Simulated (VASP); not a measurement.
# Si2Ni: single point with PBE

Crystal: Si2Ni.

```
Si Ni
1.0
     0.00000    2.63915    2.63915
     2.63915    0.00000    2.63915
     2.63915    2.63915    0.00000
Si Ni
2 1
Direct
  0.25000 0.25000 0.25000
  0.75000 0.75000 0.75000
  0.00000 0.00000 0.00000
```

This cell differs from its parent crystal: volume scaled by 0.91.

| Item | Value |
| --- | --- |
| Program | VASP 6.6.1 |
| Task | single point |
| Functional | PBE |
| Potentials or basis | VASP PAW PBE potentials, release 64 (Si, Ni) |
| Cutoff | 520 eV |
| k mesh | 14 × 14 × 14 |
| Occupations | gaussian, width 0.1 eV |
| Spin | no spin polarisation |
| Dipole correction | no |
| Further INCAR settings | ALGO = Normal; EDIFF = 1e-07; NBANDS = 16 |

The pressure is 16.7 GPa. The band gap on the k mesh is zero (band 9 reaches 13.35 eV, above the bottom of band 10 at 11.23 eV).

Levels at points of the mesh, in eV from the Fermi level:
```tsv
k point	band 7	band 8	band 9	band 10	band 11	band 12
(0.00, 0.00, 0.00)	0.20	1.71	1.71	1.71	2.06	2.06
(0.50, 0.00, 0.00)	-3.80	-1.72	-1.72	1.74	1.74	1.81
(0.50, 0.50, 0.00)	-4.08	-3.90	-3.56	-0.41	1.17	7.60
```

Run time: 30 s on 1 thread of Intel(R) Xeon(R) 6975P-C (Granite Rapids) (shared host), peak memory 0.19 GiB.

 Spin polarisation is off, so any magnetic state and its effect on volume and gap are missing.
